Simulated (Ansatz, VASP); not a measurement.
TaN in VASP and in Ansatz

```
Ta N
1.0
     5.19600    0.00000    0.00000
    -2.59800    4.49987    0.00000
     0.00000    0.00000    2.91100
Ta N
3 3
Direct
  0.33333 0.66667 0.50000
  0.66667 0.33333 0.50000
  0.00000 0.00000 0.00000
  0.39285 0.00000 0.00000
  0.60715 0.60715 0.00000
  0.00000 0.39285 0.00000
```

Alike in both runs: task single point; functional LDA; k mesh 4 × 4 × 6; occupations gaussian, width 0.05 eV; collinear spin; Hubbard terms Ta d U = 8.0 eV.

|  | VASP | Ansatz |
| --- | --- | --- |
| version | VASP 6.6.1 | Ansatz 0.2.0 |
| potentials or method | VASP PAW LDA potentials, release 64 (Ta_pv, N), cutoff 520 eV | scalar-relativistic, plane waves, PAW |
| valence electrons in the cell | 48 | 54 |

```csv
,VASP,Ansatz,Ansatz less VASP
gap on the k mesh at the Fermi level (eV),none,none,-
pressure (GPa),17.1,-1.2,-18.33
"traceless stress, the component that is largest in VASP (GPa)",1.93,-0.57,-2.502
rms of the force components (eV/Å),0.181,0.085,-0.0963
net moment per atom (μB),0.00,0.01,+0.014
size of the moment on the site where the two differ most (μB),0.00,0.06,+0.061
```

LDA's correlation is that of Perdew and Zunger in VASP and of Perdew and Wang (1992) in Ansatz. Site moments also hang on the region over which each program counts them. The programs project onto different local orbitals, so the same U acts differently, and such runs can settle in different states. Atom by atom the forces differ by 0.266 eV/Å (rms over components). A gap of «none» marks a metal or a gap that the smearing closes. VASP's potentials hold 48 valence electrons a cell and Ansatz's 54, so a difference there can come from the potentials and not from the codes. Ansatz's warnings: filled band counts differ across k points, seeded moment not kept.

Spin-orbit coupling is off throughout.
